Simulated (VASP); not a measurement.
# H13O6F in VASP: a series of runs

Runs on H13O6F. Level: r2SCAN+D3(BJ). Tasks: single point.

All numbers are computed with VASP 6.6.1; they aren't measurements. Logs are shortened: lines on timing, memory, paths and dates and some standing lists are left out, and cuts for length are marked.

**1. The cell of the first run**

The cell holds a disordered packing, 20 atoms: a = 5.981 Å, b = 5.981 Å, c = 5.981 Å, α = 90.00°, β = 90.00°, γ = 90.00°.

**2. Single point, r2SCAN+D3(BJ)**

POSCAR reads:

```
H13O6F
1.0
    5.9814240000      0.0000000000      0.0000000000
    0.0000000000      5.9814240000      0.0000000000
    0.0000000000      0.0000000000      5.9814240000
O H F
6 13 1
Direct
    0.2454432256      0.0139598865      0.5908626441
    0.5320806550      0.6913905451      0.6910561766
   -0.0532816266      0.6669314865      0.9795493515
    0.4684001669      0.3503011992      0.0025077640
    0.2855841686      0.9213525074      0.1615000040
    0.8319256418      1.1372041173      1.1318542207
    0.3008648108      0.1633891863      0.6138839179
    0.2326870658     -0.0035108697      0.4292957664
    0.4391930751      0.8221787989      0.6523697367
    0.5742278093      0.6182975826      0.5517916804
   -0.1667495901      0.6987800898      0.8677030754
   -0.0360114916      0.5076383149      0.9657399308
    0.4810727345      0.3817151234      0.1583736582
    0.4992289462      0.4890975794     -0.0736613890
    0.2654217457      1.0287015266      0.0480320405
    0.1866946734      0.8029024527      0.1161763486
    0.7204973264      1.1795017374      1.0251906569
    0.8266760557      0.9791313908      1.1624823788
    0.7475811780      0.2731623774      0.3172823060
    0.6659283809      0.3534944187      0.4345620708
```

INCAR.step1 reads:

```
SYSTEM = H13O6F
ALGO = Normal
EDIFF = 1E-4
ENCUT = 520
GGA = PE
ISMEAR = -1
LASPH = .True.
LCHARG = .False.
LREAL = Auto
LWAVE = .True.
NBANDS = 44
NELM = 100
PREC = Accurate
SIGMA = 0.05
```

INCAR.step2 reads:

```
SYSTEM = H13O6F
ALGO = Normal
EDIFF = 1E-6
ENCUT = 520
ISIF = 2
ISMEAR = -1
ISTART = 1
IVDW = 12
LASPH = .True.
LCHARG = .False.
LMIXTAU = .True.
LREAL = Auto
LWAVE = .False.
METAGGA = R2SCAN
NBANDS = 44
NELM = 100
PREC = Accurate
SIGMA = 0.05
VDW_A1 = 0.49484001
VDW_A2 = 5.73083694
VDW_S6 = 1.0
VDW_S8 = 0.78981345
```

KPOINTS reads:

```
k-points
0
Gamma
  1 1 1
  0 0 0
```

Potentials or basis: VASP PAW PBE potentials, release 64 (O, H, F).

Started as:

```bash
$ cat potpaw_PBE.64/O/POTCAR potpaw_PBE.64/H/POTCAR potpaw_PBE.64/F/POTCAR > POTCAR
$ cp INCAR.step1 INCAR
$ mpirun -np 1 vasp_gam > vasp.out
$ cp INCAR.step2 INCAR
$ mpirun -np 1 vasp_gam > vasp.out
```

OUTCAR:

```text
SYSTEM = H13O6F
   EDIFF = 1E-6
   ENCUT = 520
   ISIF = 2
   ISMEAR = -1
   ISTART = 1
   IVDW = 12
   LASPH = .True.
   LREAL = Auto
   METAGGA = R2SCAN
   NELM = 100
   PREC = Accurate
 IVDW          = 12

 ion  position               nearest neighbor table
   1  0.245  0.014  0.591-   7 0.96   8 0.98
   2  0.532  0.691  0.691-  10 0.97   9 0.99
   3  0.947  0.667  0.980-  12 0.96  11 0.97
   4  0.468  0.350  0.003-  13 0.95  14 0.96
   5  0.286  0.921  0.162-  15 0.94  16 0.96
   6  0.832  0.137  0.132-  17 0.96  18 0.96
   7  0.301  0.163  0.614-   1 0.96
   8  0.233  0.996  0.429-   1 0.98
   9  0.439  0.822  0.652-   2 0.99
  10  0.574  0.618  0.552-   2 0.97
  11  0.833  0.699  0.868-   3 0.97
  12  0.964  0.508  0.966-   3 0.96
  13  0.481  0.382  0.158-   4 0.95
  14  0.499  0.489  0.926-   4 0.96
  15  0.265  0.029  0.048-   5 0.94
  16  0.187  0.803  0.116-   5 0.96
  17  0.720  0.180  0.025-   6 0.96
  18  0.827  0.979  0.162-   6 0.96
  19  0.748  0.273  0.317-  20 0.98
  20  0.666  0.353  0.435-  19 0.98

  LATTYP: Found a simple cubic cell.
 ALAT       =     5.9814240000

  Lattice vectors:

 A1 = (   5.9814240000,   0.0000000000,   0.0000000000)
 A2 = (   0.0000000000,   5.9814240000,   0.0000000000)
 A3 = (   0.0000000000,   0.0000000000,   5.9814240000)

Analysis of symmetry for initial positions (statically):
=====================================================================
 Subroutine PRICEL returns:
 Original cell was already a primitive cell.

 Routine SETGRP: Setting up the symmetry group for a
 simple cubic supercell.

 Subroutine GETGRP returns: Found  1 space group operations
 (whereof  1 operations were pure point group operations)
 out of a pool of 48 trial point group operations.

The static configuration has the point symmetry C_1 .

Analysis of symmetry for dynamics (positions and initial velocities):
=====================================================================
 Subroutine PRICEL returns:
 Original cell was already a primitive cell.

 Routine SETGRP: Setting up the symmetry group for a
 simple cubic supercell.

[... 115 lines left out ...]
   NELM   =    100;   NELMIN=  2; NELMDL=  0     # of ELM steps
   EDIFF  = 0.1E-05   stopping-criterion for ELM
   LREAL  =      T    real-space projection
   EDIFFG = 0.1E-04   stopping-criterion for IOM
   NSW    =      0    number of steps for IOM
   IBRION =     -1    ionic relax: 0-MD 1-quasi-New 2-CG
   NFREE  =      0    steps in history (QN), initial steepest desc. (CG)
   ISIF   =      2    stress and relaxation
   ISYM   =      2    0-nonsym 1-usesym 2-fastsym
   POTIM  = 0.5000    time-step for ionic-motion
   TEBEG  =    0.0;   TEEND  =   0.0 temperature during run
   PSTRESS=    0.0 pullay stress
   NELECT =      56.0000    total number of electrons
   NUPDOWN=      -1.0000    fix difference up-down
   EMIN   =  10.00;   EMAX   =-10.00  energy-range for DOS
   EFERMI =   0.00;   METHOD = LEGACY
   ISMEAR =    -1;   SIGMA  =   0.05  broadening in eV -4-tet -1-fermi 0-gaus
   EFERMI_NEDOS =   21; number of points for ismear=-14 and -15
   IALGO  =     38    algorithm
   IMIX   =      4    mixing-type and parameters
     AMIX     =   0.40;   BMIX     =  1.00
     AMIX_MAG =   1.60;   BMIX_MAG =  1.00
  volume/ion in A,a.u.               =      10.70        72.21
  Fermi-wavevector in a.u.,A,eV,Ry     =   1.047128  1.978784 14.918463  1.096476
  Thomas-Fermi vector in A             =   2.181995
   LORBIT       =      0    0 simple, 1 ext, 2 COOP (PROOUT), +10 PAW based schemes
   METAGGA = R2SCAN    functional components
   LHFCALC =     F    Hartree Fock is set to
   AEXX    =    0.0000 exact exchange contribution
   IVDW    =    12    specifies the selected vdW correction
   LEPSILON=     F    determine dielectric tensor
   LRPA    =     F    only Hartree local field effects (RPA)
 non-spin polarized calculation
  energy-cutoff  :      520.00
  volume of cell :      214.00
 maximum number of plane-waves:      2872
 NGX is ok and might be reduce to    48
   NGX = 23   NGY = 23   NGZ = 23

 number of electron      56.0000006 magnetization

 Free energy of the ion-electron system (eV)
  ---------------------------------------------------
  ext. energy  EPLUGINS =         0.00000000
  ---------------------------------------------------
  free energy    TOTEN  =      -104.20357098 eV

  energy without entropy =     -104.20357098  energy(sigma->0) =     -104.20357098

 E-fermi :  -3.2772     XC(G=0):  -6.7949

 val. band max:       -4.5141983094   @ k =   0.0000   0.0000   0.0000
 cond. band min:       1.0703766109   @ k =   0.0000   0.0000   0.0000
 fundamental gap:      5.5845749203
 Fermi energy:        -3.2771554807

 k-point     1 :       0.0000    0.0000    0.0000
  band No.  band energies     occupation
      1     -28.1647      2.00000
      2     -24.7809      2.00000
      3     -24.1966      2.00000
      4     -24.0284      2.00000
      5     -23.8997      2.00000
      6     -23.5133      2.00000
[... 32 lines left out ...]
     39       7.9732      0.00000
     40       8.3092      0.00000
 [bands above 40 left out]

------------------------ aborting loop because EDIFF is reached ----------------------------------------

 Edisp (eV)   -0.30433

 E8    (eV) :    -0.0433

  FORCE on cell =-STRESS in cart. coord.  units (eV):
  Direction    XX          YY          ZZ          XY          YZ          ZX
  --------------------------------------------------------------------------------------
  -------------------------------------------------------------------------------------
  Total       0.47595     1.56840     2.59088    -0.68977    -0.56537     0.48594
  in kB       3.56335    11.74230    19.39740    -5.16416    -4.23282     3.63817
  external pressure =       11.57 kB  Pullay stress =        0.00 kB

 VOLUME and BASIS-vectors are now :
 -----------------------------------------------------------------------------
  energy-cutoff  :      520.00
  volume of cell :      214.00
      direct lattice vectors                 reciprocal lattice vectors
     5.981424000  0.000000000  0.000000000     0.167184269  0.000000000  0.000000000
     0.000000000  5.981424000  0.000000000     0.000000000  0.167184269  0.000000000
     0.000000000  0.000000000  5.981424000     0.000000000  0.000000000  0.167184269

 POSITION                                       TOTAL-FORCE (eV/Angst)
 -----------------------------------------------------------------------------------
      1.46810      0.08350      3.53420        -0.143457      0.298398      0.433775
      3.18260      4.13550      4.13350         0.571512     -0.175463      0.002696
      5.66272      3.98920      5.85910        -0.265084     -0.169647     -0.077150
      2.80170      2.09530      0.01500        -0.174946     -0.603717     -0.424783
      1.70820      5.51100      0.96600         0.521988     -0.877545      0.944909
      4.97610      0.82068      0.78868         1.083599      0.283006      0.916279
[... 12 lines left out ...]
      4.47160      1.63390      1.89780         0.403480     -0.634837     -0.255830
      3.98320      2.11440      2.59930        -0.279248      0.351452      0.297052
 -----------------------------------------------------------------------------------
    total drift:                               -0.006951      0.007662      0.005346

  FREE ENERGIE OF THE ION-ELECTRON SYSTEM (eV)
  ---------------------------------------------------
  free  energy   TOTEN  =      -104.5079005274 eV

  energy  without entropy=     -104.5079005273  energy(sigma->0) =     -104.50790053
```

OUTCAR.step1:

```text
SYSTEM = H13O6F
   EDIFF = 1E-4
   ENCUT = 520
   GGA = PE
   ISMEAR = -1
   LASPH = .True.
   LREAL = Auto
   NELM = 100
[... 296 lines left out ...]
      4.97610      0.82068      0.78868         1.412993      0.494912      1.088752
[... 12 lines left out ...]
      4.47160      1.63390      1.89780         0.626503     -0.838762     -0.560587
      3.98320      2.11440      2.59930        -0.491988      0.578244      0.666973
 -----------------------------------------------------------------------------------
    total drift:                               -0.006836      0.015506     -0.000425

  FREE ENERGIE OF THE ION-ELECTRON SYSTEM (eV)
  ---------------------------------------------------
  free  energy   TOTEN  =       -95.6940637358 eV

  energy  without entropy=      -95.6940637358  energy(sigma->0) =      -95.69406374
```

OSZICAR.step1:

```text
N       E                     dE             d eps       ncg     rms          rms(c)
DAV:   1     0.462946233826E+03    0.46295E+03   -0.31527E+04    88   0.118E+03
DAV:   2    -0.645056337086E+02   -0.52745E+03   -0.51024E+03   120   0.303E+02
DAV:   3    -0.105174566043E+03   -0.40669E+02   -0.40478E+02   104   0.894E+01
DAV:   4    -0.105742887689E+03   -0.56832E+00   -0.56760E+00   104   0.118E+01
DAV:   5    -0.105750419844E+03   -0.75322E-02   -0.75268E-02   120   0.132E+00    0.194E+01
DAV:   6    -0.959661268716E+02    0.97843E+01   -0.29481E+01   112   0.257E+01    0.718E+00
DAV:   7    -0.958044855291E+02    0.16164E+00   -0.13707E+00   104   0.489E+00    0.459E+00
DAV:   8    -0.957003295748E+02    0.10416E+00   -0.34059E-01   120   0.339E+00    0.784E-01
DAV:   9    -0.956905518865E+02    0.97777E-02   -0.43261E-02   112   0.115E+00    0.307E-01
DAV:  10    -0.956938947923E+02   -0.33429E-02   -0.11510E-02    96   0.557E-01    0.152E-01
DAV:  11    -0.956942158888E+02   -0.32110E-03   -0.59649E-04    96   0.188E-01    0.741E-02
DAV:  12    -0.956940909605E+02    0.12493E-03   -0.61908E-04    96   0.156E-01    0.235E-02
DAV:  13    -0.956940637358E+02    0.27225E-04   -0.61842E-05    88   0.635E-02
   1 F= -.95694064E+02 E0= -.95694064E+02  d E =-.108794E-10
```

Wall time 64 s (1 thread of Intel Xeon Platinum 8488C (Sapphire Rapids), shared host); peak memory 0.33 GiB.

What came out:

```yaml
Free_energy: -104.5079 eV
Pressure: 1.2 GPa
Largest_force: 1.447 eV/Å
Dispersion_energy_per_atom: -0.015 eV
```

Forces in eV/Å, atoms in the order of the input:
```
O   -0.143  0.298  0.434
O    0.572 -0.175  0.003
O   -0.265 -0.170 -0.077
O   -0.175 -0.604 -0.425
O    0.522 -0.878  0.945
O    1.084  0.283  0.916
H    0.081  0.099  0.050
H    0.162 -0.016 -0.321
H   -0.226  0.032  0.082
H   -0.059  0.073  0.398
H   -0.176  0.328 -0.191
H    0.256 -0.239  0.182
H   -0.079  0.180  0.727
H   -0.158  0.633 -0.703
H   -0.005  1.071 -0.859
H   -0.380 -0.382 -0.295
H   -1.050 -0.062 -0.686
H   -0.082 -0.188 -0.221
H    0.403 -0.635 -0.256
F   -0.279  0.351  0.297
```

Caveat: the k points lie up to 1.05 Å⁻¹ apart; the atoms stand as in a frame of molecular dynamics; the PAW data sets were made with another functional, which shifts forces and pressure a little.

**3. Single point, r2SCAN+D3(BJ)**

POSCAR reads:

```
H13O6F
1.0
    5.9814240000      0.0000000000      0.0000000000
    0.0000000000      5.9814240000      0.0000000000
    0.0000000000      0.0000000000      5.9814240000
O H F
6 13 1
Direct
    0.2542036813      0.0219512945      0.5892409567
    0.5361599512      0.6955701519      0.6893676155
   -0.0773060061      0.6598261551      0.9736811836
    0.4676144009      0.3301889316     -0.0004346791
    0.2914523364      0.9224057683      0.1553476229
    0.8318420497      1.1430221298      1.1414505977
    0.2994103076      0.1693911015      0.6293986181
    0.2602390334      0.0170026402      0.4276573605
    0.4147005797      0.8069650304      0.6736857310
    0.5559712871      0.6290809680      0.5474783262
   -0.1967758848      0.6770628533      0.8657470194
   -0.0210150626      0.5088921969      0.9564444855
    0.4673134692      0.3776692640      0.1528565773
    0.4675976824      0.4767092251     -0.0871698779
    0.2992264049      1.0420093944      0.0448053841
    0.1700096833      0.8236500205      0.1086530565
    0.6981615080      1.1760410230      1.0471085146
    0.8538936548      0.9742328917      1.1267718189
    0.7480325755      0.2469813208      0.3448677104
    0.6716795198      0.3589780627      0.4376884167
```

INCAR.step1 reads:

```
PREC     = Accurate       # precision mode
ENCUT    = 520            # plane-wave cutoff, eV
ISMEAR   = -1             # smearing method
SIGMA    = 0.05           # smearing width, eV
LREAL    = Auto         
LASPH    = True           # aspherical terms in the spheres
NELM     = 100            # most SCF steps
NBANDS   = 44             # bands
GGA      = PE             # functional
ALGO     = Normal         # electronic algorithm
EDIFF    = 1E-4           # SCF threshold, eV
LWAVE    = True           # write WAVECAR
LCHARG   = False          # write CHGCAR
```

INCAR.step2 reads:

```
PREC     = Accurate       # precision mode
ENCUT    = 520            # plane-wave cutoff, eV
EDIFF    = 1E-6           # SCF threshold, eV
ISMEAR   = -1             # smearing method
SIGMA    = 0.05           # smearing width, eV
LREAL    = Auto         
LASPH    = True           # aspherical terms in the spheres
NELM     = 100            # most SCF steps
ALGO     = Normal         # electronic algorithm
ISIF     = 2              # what is computed and relaxed
LWAVE    = False          # write WAVECAR
LCHARG   = False          # write CHGCAR
METAGGA  = R2SCAN         # meta-GGA
LMIXTAU  = True         
IVDW     = 12             # dispersion correction
VDW_S6   = 1.0          
VDW_S8   = 0.78981345   
VDW_A1   = 0.49484001   
VDW_A2   = 5.73083694   
NBANDS   = 44             # bands
ISTART   = 1
```

KPOINTS reads:

```
regular mesh
0
Gamma
  1 1 1
```

Potentials or basis: VASP PAW PBE potentials, release 64 (O, H, F).

Started as:

```bash
$ cat potpaw_PBE.64/O/POTCAR potpaw_PBE.64/H/POTCAR potpaw_PBE.64/F/POTCAR > POTCAR
$ cp INCAR.step1 INCAR
$ mpirun -np 1 vasp_gam > vasp.out
$ cp INCAR.step2 INCAR
$ mpirun -np 1 vasp_gam > vasp.out
```

Wall time 70 s (1 thread of Intel Xeon Platinum 8488C (Sapphire Rapids), shared host); peak memory 0.33 GiB.

The run converged. Its results:

```yaml
Free_energy: -104.4964 eV
Pressure: -0.7 GPa
Largest_force: 2.505 eV/Å
Dispersion_energy_per_atom: -0.015 eV
```

Forces in eV/Å, atoms in the order of the input:
```
O   -0.427 -0.092  0.453
O   -0.411  0.274  1.591
O    0.488 -0.105  0.246
O   -0.510  1.437 -1.217
O   -0.092 -0.292 -0.218
O   -0.112 -2.445 -0.532
H    0.276  0.487  0.261
H    0.016 -0.240 -0.569
H    0.313  0.234 -0.128
H    0.316 -0.608 -0.949
H   -0.294  0.079 -0.374
H   -0.234  0.191  0.111
H    0.014  0.130  0.585
H    0.249 -1.242  0.222
H   -0.060 -0.264  0.249
H    0.180  0.248 -0.205
H    0.536  0.126  0.210
H   -0.202  2.072  0.330
H    0.339 -0.162 -0.511
F   -0.386  0.172  0.446
```

Stress tensor (GPa, compression positive):
```
-0.45 -0.54 -0.46
-0.54 -2.94  1.39
-0.46  1.39  1.29
```

Levels at points of the mesh, in eV from the Fermi level:
```csv
k point,band 26,band 27,band 28,band 29,band 30,band 31
"(0.00, 0.00, 0.00)",-1.64,-1.50,-1.26,4.26,7.73,8.19
```

Caveat: the k points lie up to 1.05 Å⁻¹ apart; the atoms stand as in a frame of molecular dynamics; the PAW data sets were made with another functional, which shifts forces and pressure a little.
